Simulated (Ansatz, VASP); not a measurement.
# Si4O7: VASP beside Ansatz

```
Si O
1.0
     0.00000    4.23580   -2.68994
     0.00000   -4.23580   -2.68994
    -4.23580    0.00000    2.68994
Si O
4 7
Direct
  0.25000 0.75000 0.50000
  0.75000 0.25000 0.50000
  0.00000 0.00000 0.00000
  0.50000 0.50000 0.00000
  0.00000 0.30698 0.30698
  0.55698 0.75000 0.80698
  0.05698 0.25000 0.80698
  0.00000 0.69302 0.69302
  0.50000 0.19302 0.69302
  0.94302 0.75000 0.19302
  0.44302 0.25000 0.19302
```

Change from the starting cell: O vacancy; atom 9 moved 0.000 of the way to it and +0.000 Å across, host rigid.

Alike in both runs: task single point; functional PBE; k mesh 6 × 6 × 6; occupations gaussian, width 0.05 eV; no spin polarisation.

```csv
,VASP,Ansatz
version,VASP 6.6.1,Ansatz 0.2.0
potentials or method,"VASP PAW PBE potentials, release 64 (Si, O), cutoff 520 eV","scalar-relativistic, plane waves, PAW"
valence electrons in the cell,58,58
```

```tsv
	VASP	Ansatz	Ansatz less VASP
gap on the k mesh at the Fermi level (eV)	1.77	1.78	+0.011
least direct gap on the mesh (eV)	2.21	2.23	+0.012
pressure (GPa)	-1.3	-1.6	-0.22
traceless stress, the component that is largest in VASP (GPa)	-2.47	-2.42	+0.052
rms of the force components (eV/Å)	0.362	0.354	-0.0077
```

Atom by atom the forces differ by 0.012 eV/Å (rms over components).
